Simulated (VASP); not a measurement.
# Na2P3 (Fmmm) in VASP: single point with PBE

Aim: the single point of Na2P3 with PBE.

Program: VASP 6.6.1. These are calculated values, not measurements. Logs are shortened: lines on timing, memory, paths and dates and some standing lists are left out, and cuts for length are marked.

## 1. The cell of the first run

It takes space group Fmmm (No. 69, orthorhombic). The conventional cell has a = 8.283 Å, b = 8.752 Å, c = 13.164 Å, α = 90.00°, β = 90.00°, γ = 90.00°. Within 4.4 Å of Na (site symmetry 222) lie 8 P at 3.24 to 3.32 Å and 8 Na at 3.90 to 4.38 Å. Na (site symmetry m2m) has 10 P at 3.14 to 3.27 Å and 7 Na at 3.72 to 4.19 Å within 4.2 Å. Within 2.5 Å of P (site symmetry m) lie 2 P at 1.87 to 1.88 Å. Within 2.5 Å of P (site symmetry mm2) lie 2 P at 1.88 Å.

## 2. Single point, PBE

File INCAR:

```
SYSTEM = Na2P3
  ALGO = Normal
  EDIFF = 1E-7
  ENCUT = 520
  GGA = PE
  ISIF = 2
  ISMEAR = 1
  LASPH = .TRUE.
  LCHARG = .TRUE.
  LELF = .TRUE.
  LREAL = .FALSE.
  LVHAR = .TRUE.
  LWAVE = .FALSE.
  NBANDS = 40
  NELM = 100
  PREC = Accurate
  SIGMA = 0.0159
```

File KPOINTS:

```
k-points
0
G
  5 5 5
  0 0 0
```

File POSCAR:

```
Na2P3
1.0
   -4.3759230000      0.0000000000      4.1415920000
    4.3759230000      0.0000000000      4.1415920000
    0.0000000000      6.5818760000      4.1415920000
Na P
4 6
Direct
    0.7500000000      0.2500000000      0.5000000000
    0.2500000000      0.7500000000      0.5000000000
    0.7122700000      0.2877300000      0.0000000000
    0.2877300000      0.7122700000      0.0000000000
    0.1246000000      0.1246000000      0.1424000000
    0.2670000000      0.2670000000      0.8576000000
    0.8754000000      0.8754000000      0.8576000000
    0.7330000000      0.7330000000      0.1424000000
    0.8565000000      0.8565000000      0.2870000000
    0.1435000000      0.1435000000      0.7130000000
```

Potentials or basis: VASP PAW PBE potentials, release 64 (Na_pv, P).

Run with:

```console
$ cat potpaw_PBE.64/Na_pv/POTCAR potpaw_PBE.64/P/POTCAR > POTCAR
$ mpirun -np 1 vasp_std > vasp.out
```

OUTCAR:

```text
SYSTEM = Na2P3
   EDIFF = 1E-7
   ENCUT = 520
   GGA = PE
   ISIF = 2
   ISMEAR = 1
   LASPH = .TRUE.
   LREAL = .FALSE.
   NELM = 100
   PREC = Accurate

 ion  position               nearest neighbor table
   1  0.750  0.250  0.500-
   2  0.250  0.750  0.500-
   3  0.712  0.288  0.000-
   4  0.288  0.712  0.000-
   5  0.125  0.125  0.142-   6 1.87   9 1.88
   6  0.267  0.267  0.858-   5 1.87  10 1.88
   7  0.875  0.875  0.858-   8 1.87  10 1.88
   8  0.733  0.733  0.142-   7 1.87   9 1.88
   9  0.856  0.856  0.287-   8 1.88   5 1.88
  10  0.144  0.144  0.713-   6 1.88   7 1.88

  LATTYP: Found a face centered orthorhombic cell.
 ALAT       =     8.2831840000
 B/A-ratio  =     1.0565799335
 C/A-ratio  =     1.5892140027

  Lattice vectors:

 A1 = (   4.3759230000,   6.5818760000,   0.0000000000)
 A2 = (   0.0000000000,   6.5818760000,   4.1415920000)
 A3 = (   4.3759230000,   0.0000000000,   4.1415920000)

Analysis of symmetry for initial positions (statically):
=====================================================================
 Subroutine PRICEL returns:
 Original cell was already a primitive cell.

 Routine SETGRP: Setting up the symmetry group for a
 face centered orthorhombic supercell.

 Subroutine GETGRP returns: Found  8 space group operations
 (whereof  8 operations were pure point group operations)
 out of a pool of  8 trial point group operations.

The static configuration has the point symmetry D_2h.

Analysis of symmetry for dynamics (positions and initial velocities):
=====================================================================
 Subroutine PRICEL returns:
 Original cell was already a primitive cell.

 Routine SETGRP: Setting up the symmetry group for a
 face centered orthorhombic supercell.

 Subroutine GETGRP returns: Found  8 space group operations
 (whereof  8 operations were pure point group operations)
 out of a pool of  8 trial point group operations.

The dynamic configuration has the point symmetry D_2h.

 Subroutine INISYM returns: Found  8 space group operations
 (whereof  8 operations are pure point group operations),
 and found     1 'primitive' translations

----------------------------------------------------------------------------------------

                                     Primitive cell

[... 112 lines left out ...]
   ISIF   =      2    stress and relaxation
   ISYM   =      2    0-nonsym 1-usesym 2-fastsym
   POTIM  = 0.5000    time-step for ionic-motion
   TEBEG  =    0.0;   TEEND  =   0.0 temperature during run
   PSTRESS=    0.0 pullay stress
   NELECT =      58.0000    total number of electrons
   NUPDOWN=      -1.0000    fix difference up-down
   EMIN   =  10.00;   EMAX   =-10.00  energy-range for DOS
   EFERMI =   0.00;   METHOD = LEGACY
   ISMEAR =     1;   SIGMA  =   0.02  broadening in eV -4-tet -1-fermi 0-gaus
   EFERMI_NEDOS =   21; number of points for ismear=-14 and -15
   IALGO  =     38    algorithm
   IMIX   =      4    mixing-type and parameters
     AMIX     =   0.40;   BMIX     =  1.00
     AMIX_MAG =   1.60;   BMIX_MAG =  1.00
  volume/ion in A,a.u.               =      23.86       161.00
  Fermi-wavevector in a.u.,A,eV,Ry     =   1.021751  1.930830 14.204157  1.043976
  Thomas-Fermi vector in A             =   2.155393
   LORBIT       =      0    0 simple, 1 ext, 2 COOP (PROOUT), +10 PAW based schemes
   GGA     = PE    functional components
   LHFCALC =     F    Hartree Fock is set to
   AEXX    =    0.0000 exact exchange contribution
   IVDW    =     0    specifies the selected vdW correction
   LEPSILON=     F    determine dielectric tensor
   LRPA    =     F    only Hartree local field effects (RPA)
 non-spin polarized calculation
 Methfessel and Paxton  Order N= 1 SIGMA  =   0.02
  energy-cutoff  :      520.00
  volume of cell :      238.57
 maximum number of plane-waves:      6487
 NGX is ok and might be reduce to    48
   NGX = 23   NGY = 23   NGZ = 29

 number of electron      57.9999995 magnetization

 Free energy of the ion-electron system (eV)
  ---------------------------------------------------
  ext. energy  EPLUGINS =         0.00000000
  ---------------------------------------------------
  free energy    TOTEN  =       -35.38890569 eV

  energy without entropy =      -35.38891306  energy(sigma->0) =      -35.38890814

 E-fermi :   3.4014     XC(G=0):  -7.9736

 val. band max:        3.3026386707   @ k =  -0.4000   0.4000   0.4000
 cond. band min:       3.4148055077   @ k =   0.0000   0.0000   0.0000
 fundamental gap:      0.1121668370
 Fermi energy:         3.4014195806

 k-point     1 :       0.0000    0.0000    0.0000
  band No.  band energies     occupation
      1     -21.8813      2.00000
      2     -21.8711      2.00000
      3     -21.8665      2.00000
      4     -21.8646      2.00000
      5     -21.8338      2.00000
      6     -21.8294      2.00000
[... 1021 lines left out ...]
     39       7.8724      0.00000
     40       7.9616      0.00000

 [... further k-points ...]

------------------------ aborting loop because EDIFF is reached ----------------------------------------

  FORCE on cell =-STRESS in cart. coord.  units (eV):
  Direction    XX          YY          ZZ          XY          YZ          ZX
  --------------------------------------------------------------------------------------
  -------------------------------------------------------------------------------------
  Total       -3.3830396     40.0462100     36.6623516      0.0000000      0.0000000      0.0000000
  in kB      -22.7196163    268.9399544    246.2148394      0.0000000      0.0000000      0.0000000
  external PRESSURE =     164.1450592 kB  Pullay stress =       0.0000000 kB

 VOLUME and BASIS-vectors are now :
 -----------------------------------------------------------------------------
  energy-cutoff  :      520.00
  volume of cell :      238.57
      direct lattice vectors                 reciprocal lattice vectors
    -4.375923000  0.000000000  4.141592000    -0.114261608 -0.075966184  0.120726523
     4.375923000  0.000000000  4.141592000     0.114261608 -0.075966184  0.120726523
     0.000000000  6.581876000  4.141592000     0.000000000  0.151932367  0.000000000

 POSITION                                       TOTAL-FORCE (eV/Angst)
 -----------------------------------------------------------------------------------
     -2.18796      3.29094      6.21239         0.000000     -0.000000      0.000000
      2.18796      3.29094      6.21239         0.000000      0.000000      0.000000
     -1.85775      0.00000      4.14159         0.063563     -0.000000      0.000000
      1.85775      0.00000      4.14159        -0.063563     -0.000000      0.000000
      0.00000      0.93726      1.62185         0.000000      3.867904      6.437153
      0.00000      5.64462      5.76344         0.000000     -3.867904      6.437153
      0.00000      5.64462     10.80293         0.000000     -3.867904     -6.437153
      0.00000      0.93726      6.66134         0.000000      3.867904     -6.437153
      0.00000      1.88900      8.28318         0.000000      7.492214      0.000000
      0.00000      4.69288      4.14159         0.000000     -7.492214     -0.000000
 -----------------------------------------------------------------------------------
    total drift:                                0.000000      0.000000      0.000000

  FREE ENERGIE OF THE ION-ELECTRON SYSTEM (eV)
  ---------------------------------------------------
  free  energy   TOTEN  =       -35.3889056853 eV

  energy  without entropy=      -35.3889130602  energy(sigma->0) =      -35.38890814
```

Run time: 3.7 min. Hardware: 1 thread of AMD EPYC 9R45 (Zen 5), shared host; peak memory 0.44 GiB.

Results:

* Free energy: -35.3889 eV
* Pressure: 16.4 GPa
* Largest force: 7.510 eV/Å
* Band gap on the k mesh: 0.11 eV (least direct gap 0.39 eV)

Forces in eV/Å, atoms in the order of the input:
```
Na   0.000  0.000  0.000
Na   0.000  0.000  0.000
Na   0.064  0.000  0.000
Na  -0.064  0.000  0.000
P    0.000  3.868  6.437
P    0.000 -3.868  6.437
P    0.000 -3.868 -6.437
P    0.000  3.868 -6.437
P    0.000  7.492  0.000
P    0.000 -7.492  0.000
```

Stress tensor (GPa, compression positive):
```
-2.27  0.00  0.00
 0.00 26.89  0.00
 0.00  0.00 24.62
```

Levels at points of the mesh, in eV from the valence-band top:
```tsv
k point	band 25	band 26	band 27	band 28	band 29	band 30	band 31	band 32	band 33	band 34
(0.00, 0.00, 0.00)	-2.88	-1.47	-1.46	-1.30	-0.27	0.11	1.15	1.66	1.97	2.73
```

Caveat: the stress differs along the axes, from -2 to 27 GPa; semilocal functionals underestimate gaps, and a narrow one can read as zero; forces of over 1 eV/Å act on the atoms, so gaps and moduli don't describe the material at rest. A k mesh can miss the band edges.
